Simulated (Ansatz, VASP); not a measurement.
# SnTe: VASP beside Ansatz

The input INCAR:

```
PREC     = Accurate       # precision mode
ENCUT    = 500            # plane-wave cutoff, eV
EDIFF    = 1E-6           # SCF threshold, eV
ISMEAR   = -1             # smearing method
SIGMA    = 0.02           # smearing width, eV
LREAL    = F              # projectors in reciprocal space
LASPH    = T              # aspherical terms in the spheres
NELM     = 120            # most SCF steps
ALGO     = Normal         # electronic algorithm
ISIF     = 2              # what is computed and relaxed
LWAVE    = F              # write WAVECAR
LCHARG   = T              # write CHGCAR
LELF     = T              # ELF
LVHAR    = T            
NBANDS   = 17             # bands
GGA_COMPAT= F
```

Contents of KPOINTS:

```
Automatic mesh
0
Gamma
  6 6 6
```

The input POSCAR:

```
SnTe
1.0
    0.0000000000      3.5839840079      3.5839840079
    3.5839840079      0.0000000000      3.5839840079
    3.5839840079      3.5839840079      0.0000000000
Sn Te
1 1
Direct
    0.0000000000      0.0000000000      0.0000000000
    0.2500000000      0.2500000000      0.2500000000
```

Input for Ansatz:

```yaml
crystal:
  lattice:
    - [0.0, 3.5839840079, 3.5839840079]
    - [3.5839840079, 0.0, 3.5839840079]
    - [3.5839840079, 3.5839840079, 0.0]
  atoms:
    - { symbol: Sn, position: [0.0, 0.0, 0.0] }
    - { symbol: Te, position: [0.25, 0.25, 0.25] }
kpoints:
  mp_grid: { grid: [6, 6, 6] }
  band_path:
    path:
      - [0.0, 0.0, 0.0]
      - [-0.5, -0.5, 0.0]
      - [-0.375, -0.375, 0.25]
      - [-0.375, 0.0, 0.375]
      - [0.0, 0.0, 0.5]
      - [-0.5, -0.25, 0.25]
    npoints: 1
hamiltonian:
  xc: lda
scf:
  occupations: { method: fermi_dirac, width: 0.02 }
  n_extra_bands: 4
output:
  forces: true
  stress: true
  eigenvalues: true
  write_density: true
  write_potential: true
  elf: true
  volumetric_format: npy
```

Alike in both runs: task single point; functional LDA; k mesh 6 × 6 × 6; occupations fermi-dirac, width 0.02 eV; no spin polarisation.

|  | VASP | Ansatz |
| --- | --- | --- |
| version | VASP 6.6.1 | Ansatz 0.2.0 |
| potentials or method | VASP PAW LDA potentials, release 64 (Sn_d, Te) | plane waves, PAW |
| plane-wave cutoff (eV) | 500 | 420 |
| valence electrons in the cell | 20 | 30 |

|  | VASP | Ansatz | Ansatz less VASP |
| --- | --- | --- | --- |
| pressure (GPa) | -1.7 | -1.7 | -0.03 |

LDA's correlation is that of Perdew and Zunger in VASP and of Perdew and Wang (1992) in Ansatz. VASP's potentials hold 20 valence electrons a cell and Ansatz's 30, so a difference there can come from the potentials and not from the codes.

Spin-orbit coupling is off throughout.
